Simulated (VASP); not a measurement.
A run of VASP 6.6.1 is set up as follows.

Contents of INCAR:

```
SYSTEM = CuSi8Ni8
PREC = Accurate ; ENCUT = 520
EDIFF = 1E-7 ; ISMEAR = 1
SIGMA = 0.1 ; LREAL = Auto
LASPH = .TRUE. ; NELM = 60
ALGO = Normal ; ISIF = 2
LWAVE = .FALSE. ; LCHARG = .FALSE.
GGA = PE ; NBANDS = 76
```

The input KPOINTS:

```
regular mesh
0
G
  4 4 4
  0 0 0
```

The input POSCAR:

```
CuSi8Ni8
1.0
    0.0000000000      3.3970617500      5.5985038700
    5.1384089300      0.0000000000      5.5985038700
    5.1384089300      3.3970617500      0.0000000000
Si Ni Cu
8 8 1
Direct
    0.2572968986      0.3188193415      0.5052170592
    0.8238865908      0.8255574776      0.9386265575
    0.2031748423      0.1850129754      0.0028938286
    0.7596080412      0.6285758702      0.5593258876
    0.1755157532      0.7361576365      0.5869914341
    0.6932338512      0.2650668171      0.0692983577
    0.3439564115      0.7459763887      0.9356603043
    0.8268463087      0.2630843481      0.4185552504
    0.2357661066      0.4590066560      0.0465508104
    0.7159548201      0.9788027831      0.5267535293
    0.2778840590      0.0154435939      0.4846275439
    0.7858724677      0.5415282401      0.9766350875
    0.0534028107      0.7662490296      0.2380311027
    0.5244830159      0.2951798988      0.7091050989
    0.4733213297      0.7133274884      0.2891734940
    0.9833591303      0.1872784457      0.7791493080
    0.5840451896      1.0043225612      0.1784564046
```

Potentials or basis: VASP PAW PBE potentials, release 64 (Si, Ni, Cu).

Launch:

```bash
$ cat potpaw_PBE.64/Si/POTCAR potpaw_PBE.64/Ni/POTCAR potpaw_PBE.64/Cu/POTCAR > POTCAR
$ mpirun -np 1 vasp_std > vasp.out
```

Task: Predict the largest force.

Result: 0.023 eV/Å.

Task: Predict the pressure.

Result: 13.4 GPa.

Task: Estimate the band gap on the k mesh.

Result: Zero (an odd number of electrons rules out a gap without spin polarisation).

Stress tensor (GPa, compression positive):
```
14.76  0.00 -0.87
 0.00 14.11  0.00
-0.87  0.00 11.37
```

Spin polarisation is off, so any magnetic state and its effect on volume and gap are missing.
